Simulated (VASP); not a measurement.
# Ga2C3 (P-3m1) in VASP: single point with r2SCAN

Aim: the single point of Ga2C3 with r2SCAN.

All numbers are computed with VASP 6.6.1; they aren't measurements. Logs are shortened: lines on timing, memory, paths and dates and some standing lists are left out, and cuts for length are marked.

### Step 1. The cell of the first run

The structure is trigonal, space group P-3m1 (No. 164). Conventional cell: a = 3.476 Å, b = 3.476 Å, c = 5.408 Å, α = 90.00°, β = 90.00°, γ = 120.00°. Ga (site symmetry 3m) has 7 C at 2.09 to 2.40 Å within 2.8 Å. C (site symmetry -3m) has 6 Ga at 2.40 Å and 6 C at 2.78 Å within 3.2 Å. Within 2.8 Å of C (site symmetry 3m) lie 4 Ga at 2.09 to 2.16 Å and 6 C at 2.55 to 2.78 Å.

### Step 2. Single point, r2SCAN, collinear spin

Input file POSCAR:

```
Ga2C3
1.0
    3.4756830189      0.0000000000      0.0000000000
   -1.7378415094      3.0100297898      0.0000000000
    0.0000000000      0.0000000000      5.4075981994
Ga C
2 3
Direct
    0.3333333333      0.6666666667      0.2450000000
    0.6666666667      0.3333333333      0.7550000000
    0.0000000000      0.0000000000      0.0000000000
    0.3333333333      0.6666666667      0.6450000000
    0.6666666667      0.3333333333      0.3550000000
```

Input file INCAR.step1:

```
PREC     = Accurate       # precision mode
ENCUT    = 660            # plane-wave cutoff, eV
ISMEAR   = 0              # smearing method
SIGMA    = 0.1            # smearing width, eV
LREAL    = False          # projectors in reciprocal space
LASPH    = True           # aspherical terms in the spheres
NELM     = 200            # most SCF steps
ISPIN    = 2              # spin polarisation
MAGMOM   = 0 0 1 1 1      # initial moments
NBANDS   = 31             # bands
GGA      = PE             # functional
ALGO     = Normal         # electronic algorithm
EDIFF    = 1E-5           # SCF threshold, eV
LWAVE    = True           # write WAVECAR
LCHARG   = False          # write CHGCAR
GGA_COMPAT= False
```

Input file INCAR.step2:

```
PREC     = Accurate       # precision mode
ENCUT    = 660            # plane-wave cutoff, eV
EDIFF    = 1E-6           # SCF threshold, eV
ISMEAR   = 0              # smearing method
SIGMA    = 0.1            # smearing width, eV
LREAL    = False          # projectors in reciprocal space
LASPH    = True           # aspherical terms in the spheres
NELM     = 200            # most SCF steps
ALGO     = Normal         # electronic algorithm
ISIF     = 2              # what is computed and relaxed
LWAVE    = False          # write WAVECAR
LCHARG   = True           # write CHGCAR
ISPIN    = 2              # spin polarisation
MAGMOM   = 0 0 1 1 1      # initial moments
LORBIT   = 11             # projections on sites
METAGGA  = R2SCAN         # meta-GGA
LMIXTAU  = True         
LELF     = True           # ELF
LVHAR    = True         
NBANDS   = 31             # bands
ISTART   = 1            
GGA_COMPAT= False
```

Input file KPOINTS:

```
Automatic mesh
0
Gamma
  6 6 4
```

Potentials or basis: VASP PAW PBE potentials, release 64 (Ga_d, C).

Command:

```bash
$ cat potpaw_PBE.64/Ga_d/POTCAR potpaw_PBE.64/C/POTCAR > POTCAR
$ cp INCAR.step1 INCAR
$ mpirun -np 1 vasp_std > vasp.out
$ cp INCAR.step2 INCAR
$ mpirun -np 1 vasp_std > vasp.out
```

OUTCAR:

```text
PREC = Accurate
   ENCUT = 660
   EDIFF = 1E-6
   ISMEAR = 0
   LREAL = False
   LASPH = True
   NELM = 200
   ISIF = 2
   ISPIN = 2
   LORBIT = 11
   METAGGA = R2SCAN
   ISTART = 1

 ion  position               nearest neighbor table
   1  0.333  0.667  0.245-   5 2.09   5 2.09   5 2.09   4 2.16   3 2.40   3 2.40   3 2.40
   2  0.667  0.333  0.755-   4 2.09   4 2.09   4 2.09   5 2.16   3 2.40   3 2.40   3 2.40
   3  0.000  0.000  0.000-   1 2.40   2 2.40   1 2.40   2 2.40   2 2.40   1 2.40
   4  0.333  0.667  0.645-   2 2.09   2 2.09   2 2.09   1 2.16
   5  0.667  0.333  0.355-   1 2.09   1 2.09   1 2.09   2 2.16

  LATTYP: Found a hexagonal cell.
 ALAT       =     3.4756830189
 C/A-ratio  =     1.5558375634

  Lattice vectors:

 A1 = (   3.4756830189,   0.0000000000,   0.0000000000)
 A2 = (  -1.7378415094,   3.0100297898,   0.0000000000)
 A3 = (   0.0000000000,   0.0000000000,   5.4075981994)

Analysis of symmetry for initial positions (statically):
=====================================================================
 Subroutine PRICEL returns:
 Original cell was already a primitive cell.

 Routine SETGRP: Setting up the symmetry group for a
 hexagonal supercell.

 Subroutine GETGRP returns: Found 12 space group operations
 (whereof 12 operations were pure point group operations)
 out of a pool of 24 trial point group operations.

The static configuration has the point symmetry D_3d.

Analysis of symmetry for dynamics (positions and initial velocities):
=====================================================================
 Subroutine PRICEL returns:
 Original cell was already a primitive cell.

 Routine SETGRP: Setting up the symmetry group for a
 hexagonal supercell.

 Subroutine GETGRP returns: Found 12 space group operations
 (whereof 12 operations were pure point group operations)
 out of a pool of 24 trial point group operations.

The dynamic configuration has the point symmetry D_3d.

Analysis of structural, dynamic, and magnetic symmetry:
=====================================================================
 Subroutine PRICEL returns:
 Original cell was already a primitive cell.

 Routine SETGRP: Setting up the symmetry group for a
 hexagonal supercell.

 Subroutine GETGRP returns: Found 12 space group operations
 (whereof 12 operations were pure point group operations)
 out of a pool of 24 trial point group operations.

The overall configuration has the point symmetry D_3d.

 Subroutine INISYM returns: Found 12 space group operations
 (whereof 12 operations are pure point group operations),
 and found     1 'primitive' translations

----------------------------------------------------------------------------------------

                                     Primitive cell

  volume of cell :      56.5738

  direct lattice vectors                    reciprocal lattice vectors
     3.475683019  0.000000000  0.000000000     0.287713234  0.166111313  0.000000000
    -1.737841509  3.010029790  0.000000000     0.000000000  0.332222626  0.000000000
     0.000000000  0.000000000  5.407598199     0.000000000  0.000000000  0.184924982

  length of vectors
     3.475683019  3.475683019  5.407598199     0.332222626  0.332222626  0.184924982

  position of ions in fractional coordinates (direct lattice)
     0.333333333  0.666666667  0.245000000
     0.666666667  0.333333333  0.755000000
     0.000000000  0.000000000  0.000000000
     0.333333333  0.666666667  0.645000000
     0.666666667  0.333333333  0.355000000

  ion indices of the primitive-cell ions
   primitive index   ion index
                 1           1
                 2           2
                 3           3
                 4           4
                 5           5

----------------------------------------------------------------------------------------

 KPOINTS: Automatic mesh

Automatic generation of k-mesh.
 Grid dimensions read from file:
 generate k-points for:    6    6    4

 Generating k-lattice:

  Cartesian coordinates                     Fractional coordinates (reciprocal lattice)
     0.047952206  0.027685219  0.000000000     0.166666667  0.000000000  0.000000000
     0.000000000  0.055370438  0.000000000     0.000000000  0.166666667  0.000000000
     0.000000000  0.000000000  0.046231246     0.000000000  0.000000000  0.250000000

  Length of vectors
     0.055370438  0.055370438  0.046231246

  Shift w.r.t. Gamma in fractional coordinates (k-lattice)
     0.000000000  0.000000000  0.000000000

 Subroutine IBZKPT returns following result:
 ===========================================

 Found     24 irreducible k-points:

 Following reciprocal coordinates:
            Coordinates               Weight
  0.000000  0.000000  0.000000      1.000000
  0.166667 -0.000000  0.000000      6.000000
  0.333333 -0.000000  0.000000      6.000000
  0.500000 -0.000000  0.000000      3.000000
  0.166667  0.166667  0.000000      6.000000
  0.333333  0.166667  0.000000     12.000000
[... 16 lines left out ...]
  0.333333  0.166667  0.500000     12.000000
  0.333333  0.333333  0.500000      2.000000
   k-points           NKPTS =     24   k-points in BZ     NKDIM =     24   number of bands    NBANDS=     31
   number of dos      NEDOS =    301   number of ions     NIONS =      5
   total plane-waves  NPLWV =  43200
   dimension x,y,z NGX =    30 NGY =   30 NGZ =   48
   dimension x,y,z NGXF=    60 NGYF=   60 NGZF=   96
   ions per type =               2   3
   NGX,Y,Z   is equivalent  to a cutoff of  14.35, 14.35, 14.76 a.u.
   NGXF,Y,Z  is equivalent  to a cutoff of  28.70, 28.70, 29.51 a.u.
 SYSTEM =  unknown system
   PREC   = accura    normal or accurate (medium, high low for compatibility)
   ISTART =      1    job   : 0-new  1-cont  2-samecut
   ICHARG =      0    charge: 1-file 2-atom 10-const
   ISPIN  =      2    spin polarized calculation?
   LNONCOLLINEAR =      F non collinear calculations
   LSORBIT =      F    spin-orbit coupling
   LASPH  =      T    aspherical Exc in radial PAW
   ENCUT  =  660.0 eV  48.51 Ry    6.96 a.u.   7.28  7.28 11.33*2*pi/ulx,y,z
   NELM   =    200;   NELMIN=  2; NELMDL=  0     # of ELM steps
   EDIFF  = 0.1E-05   stopping-criterion for ELM
   LREAL  =      F    real-space projection
   EDIFFG = 0.1E-04   stopping-criterion for IOM
   NSW    =      0    number of steps for IOM
   IBRION =     -1    ionic relax: 0-MD 1-quasi-New 2-CG
   NFREE  =      0    steps in history (QN), initial steepest desc. (CG)
   ISIF   =      2    stress and relaxation
   ISYM   =      2    0-nonsym 1-usesym 2-fastsym
   POTIM  = 0.5000    time-step for ionic-motion
   TEBEG  =    0.0;   TEEND  =   0.0 temperature during run
   PSTRESS=    0.0 pullay stress
   NELECT =      38.0000    total number of electrons
   NUPDOWN=      -1.0000    fix difference up-down
   EMIN   =  10.00;   EMAX   =-10.00  energy-range for DOS
   EFERMI =   0.00;   METHOD = LEGACY
   ISMEAR =     0;   SIGMA  =   0.10  broadening in eV -4-tet -1-fermi 0-gaus
   EFERMI_NEDOS =   21; number of points for ismear=-14 and -15
   IALGO  =     38    algorithm
   IMIX   =      4    mixing-type and parameters
     AMIX     =   0.40;   BMIX     =  1.00
     AMIX_MAG =   1.60;   BMIX_MAG =  1.00
  volume/ion in A,a.u.               =      11.31        76.36
  Fermi-wavevector in a.u.,A,eV,Ry     =   1.433720  2.709337 27.967484  2.055552
  Thomas-Fermi vector in A             =   2.553207
   LORBIT       =     11    0 simple, 1 ext, 2 COOP (PROOUT), +10 PAW based schemes
   METAGGA = R2SCAN    functional components
   LHFCALC =     F    Hartree Fock is set to
   AEXX    =    0.0000 exact exchange contribution
   IVDW    =     0    specifies the selected vdW correction
   LEPSILON=     F    determine dielectric tensor
   LRPA    =     F    only Hartree local field effects (RPA)
 spin polarized calculation
 Gauss-broadening in eV      SIGMA  =   0.10
  energy-cutoff  :      660.00
  volume of cell :       56.57
 maximum number of plane-waves:      2207
 NGX is ok and might be reduce to    30
   NGX = 15   NGY = 15   NGZ = 23

 number of electron      37.9999991 magnetization      -0.0000012

 number of electron      37.9999991 magnetization       0.0000002

 Free energy of the ion-electron system (eV)
  ---------------------------------------------------
  ext. energy  EPLUGINS =         0.00000000
  ---------------------------------------------------
  free energy    TOTEN  =       -42.52017122 eV

  energy without entropy =      -42.51187376  energy(sigma->0) =      -42.51602249

 E-fermi :   5.8844     XC(G=0): -12.7028

 val. band max:        5.8427991296   @ k =   0.1667   0.1667   0.2500
 cond. band min:       5.9091770901   @ k =   0.1667  -0.0000   0.0000
 fundamental gap:      0.0663779605
 Fermi energy:         5.8843844060

 spin component 1

 k-point     1 :       0.0000    0.0000    0.0000
  band No.  band energies     occupation
      1      -9.7354      1.00000
      2      -9.5472      1.00000
      3      -9.3035      1.00000
      4      -9.2808      1.00000
      5      -9.2808      1.00000
      6      -9.2622      1.00000
[... 805 lines left out ...]
     30      18.6918      0.00000
     31      19.3573      0.00000
 Fermi energy:         5.8843844060

 spin component 2

 k-point     1 :       0.0000    0.0000    0.0000
  band No.  band energies     occupation
      1      -9.7354      1.00000
      2      -9.5472      1.00000
      3      -9.3035      1.00000
      4      -9.2808      1.00000
      5      -9.2808      1.00000
      6      -9.2622      1.00000
[... 805 lines left out ...]
     30      18.6918      0.00000
     31      19.3573      0.00000

------------------------ aborting loop because EDIFF is reached ----------------------------------------

  FORCE on cell =-STRESS in cart. coord.  units (eV):
  Direction    XX          YY          ZZ          XY          YZ          ZX
  --------------------------------------------------------------------------------------
  -------------------------------------------------------------------------------------
  Total       -3.3042081     -3.3042081      1.5201192     -0.0000000      0.0000000      0.0000000
  in kB      -93.5755963    -93.5755963     43.0499707     -0.0000000      0.0000000      0.0000000
  external PRESSURE =     -48.0337406 kB  Pullay stress =       0.0000000 kB

 VOLUME and BASIS-vectors are now :
 -----------------------------------------------------------------------------
  energy-cutoff  :      660.00
  volume of cell :       56.57
      direct lattice vectors                 reciprocal lattice vectors
     3.475683019  0.000000000  0.000000000     0.287713234  0.166111313  0.000000000
    -1.737841509  3.010029790  0.000000000     0.000000000  0.332222626  0.000000000
     0.000000000  0.000000000  5.407598199     0.000000000  0.000000000  0.184924982

 POSITION                                       TOTAL-FORCE (eV/Angst)
 -----------------------------------------------------------------------------------
     -0.00000      2.00669      1.32486        -0.000000      0.000000     -0.609529
      1.73784      1.00334      4.08274         0.000000     -0.000000      0.609529
      0.00000      0.00000      0.00000        -0.000000      0.000000      0.000000
     -0.00000      2.00669      3.48790         0.000000      0.000000      0.974407
      1.73784      1.00334      1.91970        -0.000000     -0.000000     -0.974407
 -----------------------------------------------------------------------------------
    total drift:                               -0.000000      0.000000      0.000000

  FREE ENERGIE OF THE ION-ELECTRON SYSTEM (eV)
  ---------------------------------------------------
  free  energy   TOTEN  =       -42.5201712168 eV

  energy  without entropy=      -42.5118737599  energy(sigma->0) =      -42.51602249

 total charge

# of ion       s       p       d       tot
------------------------------------------
    1        0.773   0.803  10.097  11.674
    2        0.773   0.803  10.097  11.674
    3        0.993   1.148   0.000   2.141
    4        0.977   1.256   0.000   2.233
    5        0.977   1.256   0.000   2.233
--------------------------------------------------
tot          4.494   5.266  20.194  29.954

 magnetization (x)

# of ion       s       p       d       tot
------------------------------------------
    1        0.000   0.000  -0.000   0.000
    2        0.000   0.000  -0.000   0.000
    3       -0.000  -0.000   0.000  -0.000
    4        0.000   0.000   0.000   0.000
    5        0.000   0.000   0.000   0.000
--------------------------------------------------
tot          0.000   0.000  -0.000   0.000
```

It took 4.6 min on 1 thread of Oxide Virtual Turin-like, shared host; peak memory 0.26 GiB.

What came out:

- Free energy: -42.5202 eV
- Pressure: -4.8 GPa
- Largest force: 0.974 eV/Å
- Band gap on the k mesh: zero (filled and empty bands overlap)
- Net moment: 0.00 μB per cell
- Valence electrons inside the program's atomic spheres: Ga 11.67; C 2.14, 2.23 (each value once)

Forces on the atoms (eV/Å):
```
Ga   0.000  0.000 -0.610
Ga   0.000  0.000  0.610
C    0.000  0.000  0.000
C    0.000  0.000  0.974
C    0.000  0.000 -0.974
```

Caveat: the stress differs along the axes, from -9 to 4 GPa; the PAW data sets were made with another functional, which shifts forces and pressure a little.

The gap in the log of VASP goes by the Fermi energy; the results here count the filled bands.